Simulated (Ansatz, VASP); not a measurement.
## One calculation of WSe2, two programs

```
CELL_PARAMETERS angstrom
3.57414 0.00000 0.00000
-1.78707 3.09530 0.00000
0.00000 0.00000 14.35555
ATOMIC_POSITIONS crystal
W 0.00000 0.00000 0.00000
Se 0.33333 0.66667 0.09979
Se 0.33333 0.66667 0.90021
```

Alike in both runs: task single point; functional PBEsol; k mesh 12 × 12 × 2; occupations gaussian, width 0.05 eV; no spin polarisation.

|  | VASP | Ansatz |
| --- | --- | --- |
| version | VASP 6.6.1 | Ansatz 0.2.0 |
| potentials or method | VASP PAW PBE potentials, release 64 (W_sv, Se), cutoff 520 eV | scalar-relativistic, plane waves, PAW |
| valence electrons in the cell | 26 | 46 |

```tsv
	VASP	Ansatz	Ansatz less VASP
gap on the k mesh at the Fermi level (eV)	none	none	-
rms of the force components (eV/Å)	1.280	1.253	-0.0276
```

VASP's potentials were made for PBE, not for PBEsol. Atom by atom the forces differ by 0.028 eV/Å (rms over components). A gap of «none» marks a metal or a gap that the smearing closes. The functional is the same, so the differences come from potentials, cutoffs and numerics. VASP's potentials hold 26 valence electrons a cell and Ansatz's 46, so a difference there can come from the potentials and not from the codes.

Neither program's run includes spin-orbit coupling.
